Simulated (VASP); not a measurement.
Input of a VASP 6.6.1 run:

File INCAR:

```
SYSTEM = Ag
  PREC = Accurate
  ENCUT = 520
  EDIFF = 1E-6
  ISMEAR = 0
  SIGMA = 0.15
  LREAL = .False.
  LASPH = .True.
  NELM = 100
  ALGO = Normal
  ISIF = 2
  LWAVE = .False.
  LCHARG = .True.
  GGA = PS
  LELF = .True.
  LVHAR = .True.
  NBANDS = 12
```

The input KPOINTS:

```
Automatic mesh
0
Gamma
  20 20 20
  0 0 0
```

Contents of POSCAR:

```
Ag
1.0
   -1.5894278400      1.5894278400      1.7218801600
    1.5894278400     -1.5894278400      1.7218801600
    1.5894278400      1.5894278400     -1.7218801600
Ag
1
Direct
    0.0000000000      0.0000000000      0.0000000000
```

Potentials or basis: VASP PAW PBE potentials, release 64 (Ag).

Command:

```sh
$ cat potpaw_PBE.64/Ag/POTCAR > POTCAR
$ mpirun -np 1 vasp_std > vasp.out
```

**Question.** Estimate the pressure.

**Answer.** -4.0 GPa.

Stress tensor (GPa, compression positive):
```
-4.51  0.00  0.00
 0.00 -4.51  0.00
 0.00  0.00 -3.09
```

Caveat: the cell differs from its parent crystal (strain -0.040 along x and y, +0.040 along z); the PAW data sets were made with another functional, which shifts forces and pressure a little.
